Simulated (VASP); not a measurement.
Mg8HO8 (a cell with a defect), 17 atoms in the cell. The cell holds a defect, 17 atoms: a = 5.947 Å, b = 5.947 Å, c = 5.947 Å, α = 60.00°, β = 60.00°, γ = 60.00°. 

| Property | Result |
| --- | --- |
| Program | VASP 6.6.1 |
| Task | single point |
| Functional | PBE |
| Potentials or basis | VASP PAW PBE potentials, release 64 (Mg, O, H) |
| Cutoff | 520 eV |
| k mesh | 2 × 2 × 2 |
| Occupations | gaussian, width 0.05 eV |
| Spin | collinear spin |
| Starting moments | [0.0, 0.0, 0.0, 0.0, 0.0, 0.0, 0.0, 0.0, 0.0, 0.0, 0.0, 0.0, 0.0, 0.0, 0.0, 0.0, 1.0] μB |
| Dipole correction | no |
| Further INCAR settings | LREAL = Auto; ALGO = Normal; EDIFF = 1e-06; NBANDS = 50 |

Potentials or basis: VASP PAW PBE potentials, release 64 (Mg, O, H).

Launch:

```bash
$ cat potpaw_PBE.64/Mg/POTCAR potpaw_PBE.64/O/POTCAR potpaw_PBE.64/H/POTCAR > POTCAR
$ mpirun -np 1 vasp_std > vasp.out
```

Hardware: 1 thread of Intel(R) Xeon(R) 6975P-C (Granite Rapids), on a shared host.

**Question.** How long does it take, and how much memory?

**Answer.** Wall time 2.9 min on 1 thread of Intel(R) Xeon(R) 6975P-C (Granite Rapids) (shared host), peak memory 0.42 GiB. Counts: scf iterations 15, k points 8.
